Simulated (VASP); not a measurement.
# WS2 (R3m) in VASP: a series of runs

The runs below take WS2 through single point, with PBEsol.

Everything below comes from runs of VASP 6.6.1. Logs are shortened: lines on timing, memory, paths and dates and some standing lists are left out, and cuts for length are marked.

## 1. The cell of the first run

It takes space group R3m (No. 160, trigonal). The conventional cell has a = 3.147 Å, b = 3.147 Å, c = 19.155 Å, α = 90.00°, β = 90.00°, γ = 120.00°. Within 3.2 Å of W (site symmetry 3m) lie 6 S at 2.40 Å and 6 W at 3.15 Å. S (site symmetry 3m) has 3 W at 2.40 Å and 7 S at 3.13 to 3.15 Å within 3.2 Å. S (site symmetry 3m) has 3 W at 2.40 Å and 7 S at 3.13 to 3.15 Å within 3.2 Å.

## 2. Single point, PBEsol

File INCAR:

```
SYSTEM = WS2
  PREC = Accurate
  ENCUT = 520
  EDIFF = 1E-6
  ISMEAR = 0
  SIGMA = 0.02
  LREAL = .FALSE.
  LASPH = .TRUE.
  NELM = 80
  ALGO = Normal
  ISIF = 2
  LWAVE = .FALSE.
  LCHARG = .FALSE.
  GGA = PS
  NBANDS = 20
```

File KPOINTS:

```
regular mesh
0
G
  12 12 12
  0 0 0
```

File POSCAR:

```
WS2
1.0
    1.5736392951      0.9085410706      6.3849829422
   -1.5736392951      0.9085410706      6.3849829422
    0.0000000000     -1.8170821412      6.3849829422
W S
1 2
Direct
    0.0006717626      0.0006717626      0.0006717626
    0.4158129163      0.4158129163      0.4158129163
    0.2522153211      0.2522153211      0.2522153211
```

Potentials or basis: VASP PAW PBE potentials, release 64 (W_sv, S).

Run with:

```bash
$ cat potpaw_PBE.64/W_sv/POTCAR potpaw_PBE.64/S/POTCAR > POTCAR
$ mpirun -np 1 vasp_std > vasp.out
```

OUTCAR:

```text
SYSTEM = WS2
   PREC = Accurate
   ENCUT = 520
   EDIFF = 1E-6
   ISMEAR = 0
   LREAL = .FALSE.
   LASPH = .TRUE.
   NELM = 80
   ISIF = 2
   GGA = PS

 ion  position               nearest neighbor table
   1  0.001  0.001  0.001-   3 2.40   3 2.40   3 2.40   2 2.40   2 2.40   2 2.40
   2  0.416  0.416  0.416-   1 2.40   1 2.40   1 2.40
   3  0.252  0.252  0.252-   1 2.40   1 2.40   1 2.40

  LATTYP: Found a trigonal (rhomboedric) cell.
 ALAT       =     6.6385084680
 COS(alpha) =     0.8876173284

  Lattice vectors:

 A1 = (   1.5736392951,   0.9085410706,   6.3849829422)
 A2 = (  -1.5736392951,   0.9085410706,   6.3849829422)
 A3 = (   0.0000000000,  -1.8170821412,   6.3849829422)

Analysis of symmetry for initial positions (statically):
=====================================================================
 Subroutine PRICEL returns:
 Original cell was already a primitive cell.

 Routine SETGRP: Setting up the symmetry group for a
 trigonal (rhombohedral) supercell.

 Subroutine GETGRP returns: Found  6 space group operations
 (whereof  6 operations were pure point group operations)
 out of a pool of 12 trial point group operations.

The static configuration has the point symmetry C_3v.

Analysis of symmetry for dynamics (positions and initial velocities):
=====================================================================
 Subroutine PRICEL returns:
 Original cell was already a primitive cell.

 Routine SETGRP: Setting up the symmetry group for a
 trigonal (rhombohedral) supercell.

 Subroutine GETGRP returns: Found  6 space group operations
 (whereof  6 operations were pure point group operations)
 out of a pool of 12 trial point group operations.

The dynamic configuration has the point symmetry C_3v.

 Subroutine INISYM returns: Found  6 space group operations
 (whereof  6 operations are pure point group operations),
 and found     1 'primitive' translations

----------------------------------------------------------------------------------------

                                     Primitive cell

  volume of cell :      54.7723

  direct lattice vectors                    reciprocal lattice vectors
     1.573639295  0.908541071  6.384982942     0.317734821  0.183444285  0.052205830
    -1.573639295  0.908541071  6.384982942    -0.317734821  0.183444285  0.052205830
     0.000000000 -1.817082141  6.384982942     0.000000000 -0.366888569  0.052205830

  length of vectors
     6.638508468  6.638508468  6.638508468     0.370584229  0.370584229  0.370584229

  position of ions in fractional coordinates (direct lattice)
     0.000671763  0.000671763  0.000671763
     0.415812916  0.415812916  0.415812916
     0.252215321  0.252215321  0.252215321

  ion indices of the primitive-cell ions
   primitive index   ion index
                 1           1
                 2           2
                 3           3

----------------------------------------------------------------------------------------

 KPOINTS: regular mesh

Automatic generation of k-mesh.
 Grid dimensions read from file:
 generate k-points for:   12   12   12

 Generating k-lattice:

  Cartesian coordinates                     Fractional coordinates (reciprocal lattice)
     0.026477902  0.015287024  0.004350486     0.083333333 -0.000000000 -0.000000000
    -0.026477902  0.015287024  0.004350486    -0.000000000  0.083333333 -0.000000000
     0.000000000 -0.030574047  0.004350486    -0.000000000 -0.000000000  0.083333333

  Length of vectors
     0.030882019  0.030882019  0.030882019

  Shift w.r.t. Gamma in fractional coordinates (k-lattice)
     0.000000000  0.000000000  0.000000000

 Subroutine IBZKPT returns following result:
 ===========================================

 Found    189 irreducible k-points:

 Following reciprocal coordinates:
            Coordinates               Weight
  0.000000  0.000000  0.000000      1.000000
  0.083333  0.000000  0.000000      6.000000
  0.166667  0.000000  0.000000      6.000000
  0.250000 -0.000000  0.000000      6.000000
  0.333333  0.000000 -0.000000      6.000000
  0.416667  0.000000  0.000000      6.000000
[... 16 lines left out ...]
  0.500000  0.166667  0.000000     12.000000
 -0.416667  0.166667 -0.000000     12.000000
 [... further k-points ...]
   k-points           NKPTS =    189   k-points in BZ     NKDIM =    189   number of bands    NBANDS=     20
   number of dos      NEDOS =    301   number of ions     NIONS =      3
   total plane-waves  NPLWV = 125000
   dimension x,y,z NGX =    50 NGY =   50 NGZ =   50
   dimension x,y,z NGXF=   100 NGYF=  100 NGZF=  100
   ions per type =               1   2
   NGX,Y,Z   is equivalent  to a cutoff of  12.52, 12.52, 12.52 a.u.
   NGXF,Y,Z  is equivalent  to a cutoff of  25.04, 25.04, 25.04 a.u.
 SYSTEM =  WS2
   PREC   = accura    normal or accurate (medium, high low for compatibility)
   ISTART =      0    job   : 0-new  1-cont  2-samecut
   ICHARG =      2    charge: 1-file 2-atom 10-const
   ISPIN  =      1    spin polarized calculation?
   LNONCOLLINEAR =      F non collinear calculations
   LSORBIT =      F    spin-orbit coupling
   LASPH  =      T    aspherical Exc in radial PAW
   ENCUT  =  520.0 eV  38.22 Ry    6.18 a.u.  12.34 12.34 12.34*2*pi/ulx,y,z
   NELM   =     80;   NELMIN=  2; NELMDL= -5     # of ELM steps
   EDIFF  = 0.1E-05   stopping-criterion for ELM
   LREAL  =      F    real-space projection
   EDIFFG = 0.1E-04   stopping-criterion for IOM
   NSW    =      0    number of steps for IOM
   IBRION =     -1    ionic relax: 0-MD 1-quasi-New 2-CG
   NFREE  =      0    steps in history (QN), initial steepest desc. (CG)
   ISIF   =      2    stress and relaxation
   ISYM   =      2    0-nonsym 1-usesym 2-fastsym
   POTIM  = 0.5000    time-step for ionic-motion
   TEBEG  =    0.0;   TEEND  =   0.0 temperature during run
   PSTRESS=    0.0 pullay stress
   NELECT =      26.0000    total number of electrons
   NUPDOWN=      -1.0000    fix difference up-down
   EMIN   =  10.00;   EMAX   =-10.00  energy-range for DOS
   EFERMI =   0.00;   METHOD = LEGACY
   ISMEAR =     0;   SIGMA  =   0.02  broadening in eV -4-tet -1-fermi 0-gaus
   EFERMI_NEDOS =   21; number of points for ismear=-14 and -15
   IALGO  =     38    algorithm
   IMIX   =      4    mixing-type and parameters
     AMIX     =   0.40;   BMIX     =  1.00
     AMIX_MAG =   1.60;   BMIX_MAG =  1.00
  volume/ion in A,a.u.               =      18.26       123.21
  Fermi-wavevector in a.u.,A,eV,Ry     =   1.277063  2.413299 22.189609  1.630890
  Thomas-Fermi vector in A             =   2.409684
   LORBIT       =      0    0 simple, 1 ext, 2 COOP (PROOUT), +10 PAW based schemes
   GGA     = PS    functional components
   LHFCALC =     F    Hartree Fock is set to
   AEXX    =    0.0000 exact exchange contribution
   IVDW    =     0    specifies the selected vdW correction
   LEPSILON=     F    determine dielectric tensor
   LRPA    =     F    only Hartree local field effects (RPA)
 non-spin polarized calculation
 Gauss-broadening in eV      SIGMA  =   0.02
  energy-cutoff  :      520.00
  volume of cell :       54.77
 maximum number of plane-waves:      1490
 NGX is ok and might be reduce to    50
   NGX = 25   NGY = 25   NGZ = 25

 number of electron      26.0000001 magnetization

 Free energy of the ion-electron system (eV)
  ---------------------------------------------------
  ext. energy  EPLUGINS =         0.00000000
  ---------------------------------------------------
  free energy    TOTEN  =       -25.27356270 eV

  energy without entropy =      -25.27356270  energy(sigma->0) =      -25.27356270

 E-fermi :   7.0611     XC(G=0): -10.8925

 val. band max:        6.8800305734   @ k =   0.5000   0.5000   0.5000
 cond. band min:       8.0543515156   @ k =  -0.1667   0.1667   0.0000
 fundamental gap:      1.1743209422
 Fermi energy:         7.0611122579

 k-point     1 :       0.0000    0.0000    0.0000
  band No.  band energies     occupation
      1     -67.5334      2.00000
      2     -31.8118      2.00000
      3     -31.6176      2.00000
      4     -31.6176      2.00000
      5      -8.5980      2.00000
      6      -6.6926      2.00000
[... 12 lines left out ...]
     19      14.8508      0.00000
     20      14.9663      0.00000

 k-point     2 :       0.0833    0.0000    0.0000
  band No.  band energies     occupation
      1     -67.5320      2.00000
      2     -31.8071      2.00000
      3     -31.6436      2.00000
      4     -31.6236      2.00000
      5      -8.4761      2.00000
      6      -6.6543      2.00000
[... 12 lines left out ...]
     19      14.9995      0.00000
     20      15.4560      0.00000

 k-point     3 :       0.1667    0.0000    0.0000
  band No.  band energies     occupation
      1     -67.5284      2.00000
      2     -31.7942      2.00000
      3     -31.7142      2.00000
      4     -31.6400      2.00000
      5      -8.1281      2.00000
      6      -6.5450      2.00000
[... 12 lines left out ...]
     19      15.2959      0.00000
     20      16.0691      0.00000

 k-point     4 :       0.2500   -0.0000    0.0000
  band No.  band energies     occupation
      1     -67.5234      2.00000
      2     -31.8092      2.00000
      3     -31.7766      2.00000
      4     -31.6623      2.00000
      5      -7.6076      2.00000
      6      -6.3829      2.00000
[... 12 lines left out ...]
     19      15.2322      0.00000
     20      15.5891      0.00000

 k-point     5 :       0.3333    0.0000   -0.0000
  band No.  band energies     occupation
      1     -67.5185      2.00000
      2     -31.9027      2.00000
      3     -31.7589      2.00000
      4     -31.6845      2.00000
      5      -7.0117      2.00000
      6      -6.2030      2.00000
[... 12 lines left out ...]
     19      14.2831      0.00000
     20      14.7480      0.00000

 k-point     6 :       0.4167    0.0000    0.0000
  band No.  band energies     occupation
      1     -67.5148      2.00000
      2     -31.9702      2.00000
      3     -31.7459      2.00000
      4     -31.7007      2.00000
      5      -6.4997      2.00000
      6      -6.0581      2.00000
[... 12 lines left out ...]
     19      13.6793      0.00000
     20      14.3708      0.00000

 k-point     7 :       0.5000   -0.0000    0.0000
  band No.  band energies     occupation
      1     -67.5135      2.00000
      2     -31.9947      2.00000
      3     -31.7411      2.00000
      4     -31.7066      2.00000
      5      -6.2872      2.00000
      6      -6.0028      2.00000
[... 12 lines left out ...]
     19      13.5933      0.00000
     20      14.2764      0.00000
[... 277 lines left out ...]
 k-point    20 :       0.2500    0.1667    0.0000
  band No.  band energies     occupation
      1     -67.5252      2.00000
      2     -31.7830      2.00000
      3     -31.7700      2.00000
      4     -31.6589      2.00000
      5      -7.7891      2.00000
      6      -6.4718      2.00000
[... 12 lines left out ...]
     19      15.4831      0.00000
     20      15.7477      0.00000

 k-point    21 :       0.3333    0.1667    0.0000
  band No.  band energies     occupation
      1     -67.5210      2.00000
      2     -31.8384      2.00000
      3     -31.7678      2.00000
      4     -31.6917      2.00000
      5      -7.3043      2.00000
      6      -6.3208      2.00000
[... 12 lines left out ...]
     19      15.0879      0.00000
     20      15.7469      0.00000

 k-point    22 :       0.4167    0.1667    0.0000
  band No.  band energies     occupation
      1     -67.5167      2.00000
      2     -31.9025      2.00000
      3     -31.7524      2.00000
      4     -31.7279      2.00000
      5      -6.7582      2.00000
      6      -6.1443      2.00000
[... 12 lines left out ...]
     19      14.7334      0.00000
     20      15.5334      0.00000

 k-point    23 :       0.5000    0.1667    0.0000
  band No.  band energies     occupation
      1     -67.5135      2.00000
      2     -31.9478      2.00000
      3     -31.7556      2.00000
      4     -31.7411      2.00000
      5      -6.3030      2.00000
      6      -5.9937      2.00000
[... 12 lines left out ...]
     19      14.8015      0.00000
     20      15.4672      0.00000

 k-point    24 :      -0.4167    0.1667   -0.0000
  band No.  band energies     occupation
      1     -67.5123      2.00000
      2     -31.9641      2.00000
      3     -31.7659      2.00000
      4     -31.7370      2.00000
      5      -6.1250      2.00000
      6      -5.9282      2.00000
[... 12 lines left out ...]
     19      15.1261      0.00000
     20      15.4662      0.00000

 [... further k-points ...]

------------------------ aborting loop because EDIFF is reached ----------------------------------------

  FORCE on cell =-STRESS in cart. coord.  units (eV):
  Direction    XX          YY          ZZ          XY          YZ          ZX
  --------------------------------------------------------------------------------------
  -------------------------------------------------------------------------------------
  Total        0.0350482      0.0350482      0.0362010      0.0000000      0.0000000      0.0000000
  in kB        1.0252165      1.0252165      1.0589375      0.0000000      0.0000000      0.0000000
  external PRESSURE =       1.0364568 kB  Pullay stress =       0.0000000 kB

 VOLUME and BASIS-vectors are now :
 -----------------------------------------------------------------------------
  energy-cutoff  :      520.00
  volume of cell :       54.77
      direct lattice vectors                 reciprocal lattice vectors
     1.573639295  0.908541071  6.384982942     0.317734821  0.183444285  0.052205830
    -1.573639295  0.908541071  6.384982942    -0.317734821  0.183444285  0.052205830
     0.000000000 -1.817082141  6.384982942     0.000000000 -0.366888569  0.052205830

 POSITION                                       TOTAL-FORCE (eV/Angst)
 -----------------------------------------------------------------------------------
      0.00000      0.00000      0.01287         0.000000     -0.000000      0.000177
      0.00000      0.00000      7.96488         0.000000      0.000000      0.020714
      0.00000      0.00000      4.83117         0.000000     -0.000000     -0.020891
 -----------------------------------------------------------------------------------
    total drift:                               -0.000000     -0.000000     -0.000159

  FREE ENERGIE OF THE ION-ELECTRON SYSTEM (eV)
  ---------------------------------------------------
  free  energy   TOTEN  =       -25.2735626964 eV

  energy  without entropy=      -25.2735626964  energy(sigma->0) =      -25.27356270
```

Wall time 18 min (1 thread of AMD EPYC 7R43 (Zen 3), shared host); peak memory 0.43 GiB.

What came out:

* Free energy: -25.2736 eV
* Pressure: 0.1 GPa
* Largest force: 0.021 eV/Å
* Band gap on the k mesh: 1.17 eV (least direct gap 1.94 eV)

Forces on the atoms (eV/Å):
```
W    0.000  0.000  0.000
S    0.000  0.000  0.021
S    0.000  0.000 -0.021
```

Caveat: the PAW data sets were made with another functional, which shifts forces and pressure a little; spin-orbit coupling is left out, which moves the levels of the heavy elements. A k mesh can miss the band edges.

(Part 1 of 4 ends here.)
